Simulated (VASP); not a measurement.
ZnS, 2 atoms in the cell. Symmetry: F-43m, No. 216, cubic system. The conventional cell has a = 5.388 Å, b = 5.388 Å, c = 5.388 Å, α = 90.00°, β = 90.00°, γ = 90.00°. Zn (site symmetry -43m) has 4 S at 2.33 Å within 3.1 Å. Within 3.1 Å of S (site symmetry -43m) lie 4 Zn at 2.33 Å. 

| Quantity | Value |
| --- | --- |
| Program | VASP 6.6.1 |
| Task | single point |
| Functional | r2SCAN |
| Potentials or basis | VASP PAW PBE potentials, release 64 (Zn, S) |
| Cutoff | 520 eV |
| k mesh | 8 × 8 × 8 |
| Occupations | gaussian, width 0.01 eV |
| Spin | no spin polarisation |
| Dipole correction | no |
| Further INCAR settings | ALGO = Normal; EDIFF = 1e-06; NBANDS = 16 |

Potentials or basis: VASP PAW PBE potentials, release 64 (Zn, S).

Run with:

```bash
$ cat potpaw_PBE.64/Zn/POTCAR potpaw_PBE.64/S/POTCAR > POTCAR
$ cp INCAR.step1 INCAR
$ mpirun -np 1 vasp_std > vasp.out
$ cp INCAR.step2 INCAR
$ mpirun -np 1 vasp_std > vasp.out
```

Hardware: 1 thread of Intel(R) Xeon(R) 6975P-C (Granite Rapids), with other jobs on the host.

**Question.** Estimate the wall time of this run.

**Answer.** Run time: 37 s on 1 thread of Intel(R) Xeon(R) 6975P-C (Granite Rapids) (shared host), peak memory 0.17 GiB. Counts: k points 29.
